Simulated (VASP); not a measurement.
Wanted: the native input for a VASP 6.6.1 run.

```
Task                   : single point
Functional             : PBE
Potentials or basis    : VASP PAW PBE potentials, release 64 (Y_sv, Al, N)
Cutoff                 : 520 eV
k mesh                 : 6 × 6 × 6
Occupations            : gaussian, width 0.1 eV
Spin                   : no spin polarisation
Dipole correction      : no
Further INCAR settings : ALGO = Normal; EDIFF = 1e-07; NBANDS = 38
```

The structure of Y3AlN4 lies in POSCAR:

```
Y3AlN4
1.0
   -2.4089870771      2.4089870771      4.6502237997
    2.4089870771     -2.4089870771      4.6502237997
    2.4089870771      2.4089870771     -4.6502237997
Y Al N
3 1 4
Direct
    0.0000000000      0.0000000000      0.0000000000
    0.7500000000      0.2500000000      0.5000000000
    0.2500000000      0.7500000000      0.5000000000
    0.5000000000      0.5000000000      0.0000000000
    0.7289252823      0.7289252823      0.0000000000
    0.2710747177      0.2710747177      0.0000000000
    0.5000000000      0.0000000000      0.5000000000
    0.0000000000      0.5000000000      0.5000000000
```

The input as run:

INCAR

```
SYSTEM = Y3AlN4
PREC = Accurate
ENCUT = 520
EDIFF = 1E-7
ISMEAR = 0
SIGMA = 0.1
LREAL = .False.
LASPH = .True.
NELM = 100
ALGO = Normal
ISIF = 2
LWAVE = .False.
LCHARG = .False.
GGA = PE
NBANDS = 38
```

KPOINTS

```
Automatic mesh
0
Gamma
  6 6 6
  0 0 0
```

Potentials or basis: VASP PAW PBE potentials, release 64 (Y_sv, Al, N).

Command:

```console
$ cat potpaw_PBE.64/Y_sv/POTCAR potpaw_PBE.64/Al/POTCAR potpaw_PBE.64/N/POTCAR > POTCAR
$ mpirun -np 1 vasp_std > vasp.out
```

Results of the run:

```
Pressure               : -0.1 GPa
Largest force          : 0.005 eV/Å
Band gap on the k mesh : 0.47 eV, direct
```

Wall time 4.3 min on 1 thread of Intel(R) Xeon(R) Platinum 8259CL CPU @ 2.50GHz (Skylake/Cascade Lake), with other jobs on the host, peak memory 0.41 GiB.
